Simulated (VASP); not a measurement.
**CoSi2: single point with PBEsol**

The system is CoSi2.

```
Co Si
1.0
     0.00000    2.69133    2.69133
     2.69133    0.00000    2.69133
     2.69133    2.69133    0.00000
Co Si
1 2
Direct
  0.00000 0.00000 0.00000
  0.25000 0.25000 0.25000
  0.75000 0.75000 0.75000
```

* Program: VASP 6.6.1
* Task: single point
* Functional: PBEsol
* Potentials or basis: VASP PAW PBE potentials, release 64 (Co, Si)
* Cutoff: 520 eV
* k mesh: 14 × 14 × 14
* Occupations: gaussian, width 0.15 eV
* Spin: collinear spin, ferromagnetic start
* Starting moments: [1.65, 0.0, 0.0] μB
* Fixed moment: 1.65 μB
* Dipole correction: no
* Further INCAR settings: ALGO = Normal; EDIFF = 1e-07; NBANDS = 20

```yaml
Pressure: 3.7 GPa
Net_moment: 1.65 μB per cell
Site_moments: Co +1.05; Si +0.13 μB
Valence_electrons_inside_the_program's_atomic_spheres: Co 8.78; Si 1.61
```

It took 6.1 min on 1 thread of Intel Xeon 8259CL, with other jobs on the host, peak memory 0.26 GiB.

Caveat: the cell stands under pressure; the PAW data sets were made with another functional, which shifts forces and pressure a little; the total moment is fixed, so each spin has its own Fermi level.
